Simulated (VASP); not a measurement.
Input of a VASP 6.6.1 run:

INCAR

```
PREC = Accurate
ENCUT = 600
EDIFF = 1E-7
ISMEAR = 0
SIGMA = 0.1
LREAL = F
LASPH = T
NELM = 60
ALGO = Normal
ISIF = 3
LWAVE = F
LCHARG = F
GGA = PE
IBRION = 2
NSW = 90
EDIFFG = -0.04
```

File KPOINTS:

```
regular mesh
0
Gamma
  4 4 4
```

File POSCAR:

```
Ga2As
1.0
    4.0785038804      0.0000000000      0.0000000000
    0.0000000000      4.0785038804      0.0000000000
    0.0000000000      0.0000000000      6.2229877594
Ga As
4 2
Direct
    0.0000000000      0.0000000000      0.0000000000
    0.5000000000      0.5000000000      0.0000000000
    0.0000000000      0.5000000000      0.2700000000
    0.5000000000      0.0000000000      0.7300000000
    0.0000000000      0.5000000000      0.7000000000
    0.5000000000      0.0000000000      0.3000000000
```

Potentials or basis: VASP PAW PBE potentials, release 64 (Ga_d, As).

Run with:

```sh
$ cat potpaw_PBE.64/Ga_d/POTCAR potpaw_PBE.64/As/POTCAR > POTCAR
$ mpirun -np 1 vasp_std > vasp.out
```

Task: Predict the relaxed cell.

Result: a = 3.966 Å, b = 3.966 Å, c = 7.614 Å, α = 90.00°, β = 90.00°, γ = 90.00°.

Task: Estimate the space group after relaxing (to 0.1 Å).

Result: P4/nmm (No. 129).

Task: What does it give for the band gap on the k mesh?

Result: Zero (bands 31 and 32 overlap by 4.76 eV).

Forces in eV/Å, atoms in the order of the input:
```
Ga   0.000  0.000  0.000
Ga   0.000  0.000  0.000
Ga   0.000  0.000 -0.012
Ga   0.000  0.000  0.012
As   0.000  0.000  0.004
As   0.000  0.000 -0.004
```

Caveat: the k points lie up to 0.40 Å⁻¹ apart in the final cell, too coarse for converged energies and pressures of a metal.
